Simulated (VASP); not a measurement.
A run of VASP 6.6.1 is set up as follows.

File INCAR:

```
ALGO     = Normal         # electronic algorithm
EDIFF    = 1E-6           # SCF threshold, eV
ENCUT    = 520            # plane-wave cutoff, eV
GGA      = PS             # functional
ISIF     = 2              # what is computed and relaxed
ISMEAR   = 0              # smearing method
LASPH    = True           # aspherical terms in the spheres
LCHARG   = False          # write CHGCAR
LREAL    = False          # projectors in reciprocal space
LWAVE    = False          # write WAVECAR
NBANDS   = 19             # bands
NELM     = 80             # most SCF steps
PREC     = Accurate       # precision mode
SIGMA    = 0.05           # smearing width, eV
```

KPOINTS

```
k-points
0
Gamma
  9 9 9
```

Contents of POSCAR:

```
NaHF2
1.0
    1.8148674780      1.0478142270      4.8708142337
   -1.8148674780      1.0478142270      4.8708142337
    0.0000000000     -2.0956284539      4.8708142337
Na H F
1 1 2
Direct
    0.0000000000      0.0000000000      0.0000000000
    0.5000000000      0.5000000000      0.5000000000
    0.4100000000      0.4100000000      0.4100000000
    0.5900000000      0.5900000000      0.5900000000
```

Potentials or basis: VASP PAW PBE potentials, release 64 (Na_pv, H, F).

Command:

```sh
$ cat potpaw_PBE.64/Na_pv/POTCAR potpaw_PBE.64/H/POTCAR potpaw_PBE.64/F/POTCAR > POTCAR
$ mpirun -np 1 vasp_std > vasp.out
```

(1) Predict the largest force.

(2) Estimate the pressure.

(3) Estimate the band gap on the k mesh.

Results:

(1) 2.558 eV/Å.

(2) -8.4 GPa.

(3) 6.09 eV, indirect (least direct gap 6.32 eV).

Caveat: the cell differs from its parent crystal (strain +0.050 along x and y, +0.050 along z); the PAW data sets were made with another functional, which shifts forces and pressure a little.
